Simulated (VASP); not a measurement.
Set up this calculation in VASP 6.6.1, as the native input.

```
Task                   : single point
Functional             : PBE
Potentials or basis    : VASP PAW PBE potentials, release 64 (B, As)
Cutoff                 : 520 eV
k mesh                 : 8 × 8 × 1
Occupations            : gaussian, width 0.05 eV
Spin                   : no spin polarisation
Dipole correction      : yes
Further INCAR settings : ALGO = Normal; EDIFF = 1e-06; NBANDS = 28
```

The structure of B5As4 lies in POSCAR:

```
B5As4
1.0
    3.4003508741      0.0000000000      0.0000000000
    0.0000000000      3.4003508741      0.0000000000
    0.0000000000      0.0000000000     24.6176446460
B As
5 4
Direct
    0.5000000000      0.5000000000      0.3108718372
    0.0000000000      0.0000000000      0.4027773058
    0.5000000000      0.5000000000      0.5000000023
    0.0000000000      0.0000000000      0.5972226948
    0.5000000000      0.5000000000      0.6891281633
    0.5000000000      0.0000000000      0.3524140282
    0.0000000000      0.5000000000      0.4509837232
    0.5000000000      0.0000000000      0.5490162789
    0.0000000000      0.5000000000      0.6475859664
```

One way to write it, as run:

INCAR

```
SYSTEM = B5As4
ALGO = Normal
DIPOL = 0.5 0.5 0.500
EDIFF = 1E-6
ENCUT = 520
GGA = PE
IDIPOL = 3
ISIF = 2
ISMEAR = 0
LASPH = .True.
LCHARG = .True.
LDIPOL = .True.
LELF = .True.
LREAL = .False.
LVACPOTAV = .True.
LVHAR = .True.
LWAVE = .False.
NBANDS = 28
NELM = 100
PREC = Accurate
SIGMA = 0.05
```

KPOINTS

```
k-points
0
Gamma
  8 8 1
  0 0 0
```

Potentials or basis: VASP PAW PBE potentials, release 64 (B, As).

The run is started by

```bash
$ cat potpaw_PBE.64/B/POTCAR potpaw_PBE.64/As/POTCAR > POTCAR
$ mpirun -np 1 vasp_std > vasp.out
```

It gave:

```
Largest force          : 0.056 eV/Å
Band gap on the k mesh : zero (an odd number of electrons rules out a gap without spin polarisation)
```

Caveat: an odd number of electrons without spin polarisation forces a metal; a magnetic or distorted state may lie lower.

It took 120 s on 1 thread of Intel(R) Xeon(R) 6975P-C (Granite Rapids) (shared host), peak memory 0.41 GiB.
